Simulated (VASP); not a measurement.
# Zn (P6_3/mmc) in VASP: single point with LDA

Aim: the single point of Zn with LDA.

All numbers are computed with VASP 6.6.1; they aren't measurements. Logs are shortened: lines on timing, memory, paths and dates and some standing lists are left out, and cuts for length are marked.

## 1. The cell of the first run

It takes space group P6_3/mmc (No. 194, hexagonal). Conventional cell: a = 2.565 Å, b = 2.565 Å, c = 4.770 Å, α = 90.00°, β = 90.00°, γ = 120.00°. Within 3.4 Å of Zn (site symmetry -6m2) lie 12 Zn at 2.56 to 2.81 Å.

## 2. Single point, LDA

INCAR reads:

```
SYSTEM = Zn
ALGO = Normal
EDIFF = 1E-6
ENCUT = 520
ISIF = 2
ISMEAR = -1
LASPH = .True.
LCHARG = .True.
LELF = .True.
LREAL = .False.
LVHAR = .True.
LWAVE = .False.
NBANDS = 19
NELM = 80
PREC = Accurate
SIGMA = 0.05
```

KPOINTS reads:

```
k-points
0
Gamma
  19 19 9
  0 0 0
```

POSCAR reads:

```
Zn
1.0
    2.5646692353      0.0000000000      0.0000000000
   -1.2823346177      2.2210687101      0.0000000000
    0.0000000000      0.0000000000      4.7700926676
Zn
2
Direct
    0.3333333333      0.6666666667      0.2500000000
    0.6666666667      0.3333333333      0.7500000000
```

Potentials or basis: VASP PAW LDA potentials, release 64 (Zn).

Started as:

```sh
$ cat potpaw_LDA.64/Zn/POTCAR > POTCAR
$ mpirun -np 1 vasp_std > vasp.out
```

OUTCAR:

```text
SYSTEM = Zn
   EDIFF = 1E-6
   ENCUT = 520
   ISIF = 2
   ISMEAR = -1
   LASPH = .True.
   LREAL = .False.
   NELM = 80
   PREC = Accurate

 ion  position               nearest neighbor table
   1  0.333  0.667  0.250-   2 2.81   2 2.81   2 2.81   2 2.81   2 2.81   2 2.81
   2  0.667  0.333  0.750-   1 2.81   1 2.81   1 2.81   1 2.81   1 2.81   1 2.81

  LATTYP: Found a hexagonal cell.
 ALAT       =     2.5646692353
 C/A-ratio  =     1.8599250936

  Lattice vectors:

 A1 = (   2.5646692353,   0.0000000000,   0.0000000000)
 A2 = (  -1.2823346177,   2.2210687101,   0.0000000000)
 A3 = (   0.0000000000,   0.0000000000,   4.7700926676)

Analysis of symmetry for initial positions (statically):
=====================================================================
 Subroutine PRICEL returns:
 Original cell was already a primitive cell.

 Routine SETGRP: Setting up the symmetry group for a
 hexagonal supercell.

 Subroutine GETGRP returns: Found 24 space group operations
 (whereof 12 operations were pure point group operations)
 out of a pool of 24 trial point group operations.

The static configuration has the point symmetry D_3d.
 The point group associated with its full space group is D_6h.

Analysis of symmetry for dynamics (positions and initial velocities):
=====================================================================
 Subroutine PRICEL returns:
 Original cell was already a primitive cell.

 Routine SETGRP: Setting up the symmetry group for a
 hexagonal supercell.

 Subroutine GETGRP returns: Found 24 space group operations
 (whereof 12 operations were pure point group operations)
 out of a pool of 24 trial point group operations.

The dynamic configuration has the point symmetry D_3d.
 The point group associated with its full space group is D_6h.

 Subroutine INISYM returns: Found 24 space group operations
 (whereof 12 operations are pure point group operations),
 and found     1 'primitive' translations

----------------------------------------------------------------------------------------

                                     Primitive cell

  volume of cell :      27.1719

  direct lattice vectors                    reciprocal lattice vectors
     2.564669235  0.000000000  0.000000000     0.389913828  0.225116854  0.000000000
    -1.282334618  2.221068710  0.000000000     0.000000000  0.450233708  0.000000000
     0.000000000  0.000000000  4.770092668     0.000000000  0.000000000  0.209639533

  length of vectors
     2.564669235  2.564669235  4.770092668     0.450233708  0.450233708  0.209639533

  position of ions in fractional coordinates (direct lattice)
[... 74 lines left out ...]
   LNONCOLLINEAR =      F non collinear calculations
   LSORBIT =      F    spin-orbit coupling
   LASPH  =      T    aspherical Exc in radial PAW
   ENCUT  =  520.0 eV  38.22 Ry    6.18 a.u.   4.77  4.77  8.87*2*pi/ulx,y,z
   NELM   =     80;   NELMIN=  2; NELMDL= -5     # of ELM steps
   EDIFF  = 0.1E-05   stopping-criterion for ELM
   LREAL  =      F    real-space projection
   EDIFFG = 0.1E-04   stopping-criterion for IOM
   NSW    =      0    number of steps for IOM
   IBRION =     -1    ionic relax: 0-MD 1-quasi-New 2-CG
   NFREE  =      0    steps in history (QN), initial steepest desc. (CG)
   ISIF   =      2    stress and relaxation
   ISYM   =      2    0-nonsym 1-usesym 2-fastsym
   POTIM  = 0.5000    time-step for ionic-motion
   TEBEG  =    0.0;   TEEND  =   0.0 temperature during run
   PSTRESS=    0.0 pullay stress
   NELECT =      24.0000    total number of electrons
   NUPDOWN=      -1.0000    fix difference up-down
   EMIN   =  10.00;   EMAX   =-10.00  energy-range for DOS
   EFERMI =   0.00;   METHOD = LEGACY
   ISMEAR =    -1;   SIGMA  =   0.05  broadening in eV -4-tet -1-fermi 0-gaus
   EFERMI_NEDOS =   21; number of points for ismear=-14 and -15
   IALGO  =     38    algorithm
   IMIX   =      4    mixing-type and parameters
     AMIX     =   0.40;   BMIX     =  1.00
     AMIX_MAG =   1.60;   BMIX_MAG =  1.00
  volume/ion in A,a.u.               =      13.59        91.68
  Fermi-wavevector in a.u.,A,eV,Ry     =   1.570743  2.968274 33.568759  2.467234
  Thomas-Fermi vector in A             =   2.672431
   LORBIT       =      0    0 simple, 1 ext, 2 COOP (PROOUT), +10 PAW based schemes
   GGA     = CA    functional components
   LHFCALC =     F    Hartree Fock is set to
   AEXX    =    0.0000 exact exchange contribution
   IVDW    =     0    specifies the selected vdW correction
   LEPSILON=     F    determine dielectric tensor
   LRPA    =     F    only Hartree local field effects (RPA)
 non-spin polarized calculation
  energy-cutoff  :      520.00
  volume of cell :       27.17
 maximum number of plane-waves:       747
 NGX is ok and might be reduce to    20
   NGX =  9   NGY =  9   NGZ = 17

 number of electron      23.9999999 magnetization

 Free energy of the ion-electron system (eV)
  ---------------------------------------------------
  ext. energy  EPLUGINS =         0.00000000
  ---------------------------------------------------
  free energy    TOTEN  =        -3.75428073 eV

  energy without entropy =       -3.75003223  energy(sigma->0) =       -3.75215648

 E-fermi :   3.7248     XC(G=0): -12.4979

 val. band max:        3.7188952601   @ k =   0.2632   0.2632   0.2222
 cond. band min:       3.7354016923   @ k =   0.2105   0.1579   0.0000
 fundamental gap:      0.0165064322
 Fermi energy:         3.7247726529

 k-point     1 :       0.0000    0.0000    0.0000
  band No.  band energies     occupation
      1      -7.6008      2.00000
      2      -5.4986      2.00000
      3      -4.6261      2.00000
      4      -4.3389      2.00000
      5      -4.3389      2.00000
      6      -4.2768      2.00000
[... 505 lines left out ...]
      6      -4.1233      2.00000
[... 11 lines left out ...]
     18      18.5422      0.00000
     19      19.6056      0.00000

 [... further k-points ...]
[... 5 lines left out ...]
  --------------------------------------------------------------------------------------
  -------------------------------------------------------------------------------------
  Total        0.2252545      0.2252545     -0.0732858     -0.0000000     -0.0000000      0.0000000
  in kB       13.2820135     13.2820135     -4.3212573     -0.0000000     -0.0000000      0.0000000
  external PRESSURE =       7.4142566 kB  Pullay stress =       0.0000000 kB

 VOLUME and BASIS-vectors are now :
 -----------------------------------------------------------------------------
  energy-cutoff  :      520.00
  volume of cell :       27.17
      direct lattice vectors                 reciprocal lattice vectors
     2.564669235  0.000000000  0.000000000     0.389913828  0.225116854  0.000000000
    -1.282334618  2.221068710  0.000000000     0.000000000  0.450233708  0.000000000
     0.000000000  0.000000000  4.770092668     0.000000000  0.000000000  0.209639533

 POSITION                                       TOTAL-FORCE (eV/Angst)
 -----------------------------------------------------------------------------------
     -0.00000      1.48071      1.19252         0.000000      0.000000      0.000000
      1.28233      0.74036      3.57757        -0.000000     -0.000000      0.000000
 -----------------------------------------------------------------------------------
    total drift:                               -0.000000      0.000000     -0.000000

  FREE ENERGIE OF THE ION-ELECTRON SYSTEM (eV)
  ---------------------------------------------------
  free  energy   TOTEN  =        -3.7542807332 eV

  energy  without entropy=       -3.7500322326  energy(sigma->0) =       -3.75215648
```

OSZICAR:

```text
N       E                     dE             d eps       ncg     rms          rms(c)
DAV:   1     0.111368289291E+03    0.11137E+03   -0.12392E+04  7992   0.207E+03
DAV:   2     0.103898541238E+01   -0.11033E+03   -0.10650E+03  7639   0.299E+02
DAV:   3    -0.405169791012E+01   -0.50907E+01   -0.50689E+01  8451   0.710E+01
DAV:   4    -0.408062419920E+01   -0.28926E-01   -0.28918E-01  8320   0.550E+00
DAV:   5    -0.408065958220E+01   -0.35383E-04   -0.35383E-04  8399   0.174E-01    0.519E+00
DAV:   6    -0.378696798371E+01    0.29369E+00   -0.10199E+00  8471   0.226E+01    0.364E+00
DAV:   7    -0.376437458085E+01    0.22593E-01   -0.43836E-02  9672   0.366E+00    0.183E+00
DAV:   8    -0.375431192939E+01    0.10063E-01   -0.29852E-03 10560   0.769E-01    0.542E-02
DAV:   9    -0.375427750694E+01    0.34422E-04   -0.28015E-04  9961   0.195E-01    0.306E-02
DAV:  10    -0.375428077384E+01   -0.32669E-05   -0.17556E-05  8300   0.360E-02    0.256E-03
DAV:  11    -0.375428073316E+01    0.40679E-07   -0.71905E-07  5259   0.120E-02
   1 F= -.37542807E+01 E0= -.37521565E+01  d E =-.424850E-02
```

It took 56 s on 1 thread of Intel Xeon Platinum 8259CL at 2.50GHz (Skylake/Cascade Lake), shared host; peak memory 0.19 GiB.

What came out:

```
Free energy            : -3.7543 eV
Pressure               : 0.7 GPa
Band gap on the k mesh : zero (band 12 reaches 5.48 eV, above the bottom of band 13 at 0.72 eV)
```

Levels at points of the mesh, in eV from the Fermi level:
```csv
k point,band 10,band 11,band 12,band 13,band 14,band 15
"(0.00, 0.00, 0.00)",-7.34,-7.34,-4.19,-3.00,14.54,18.47
```
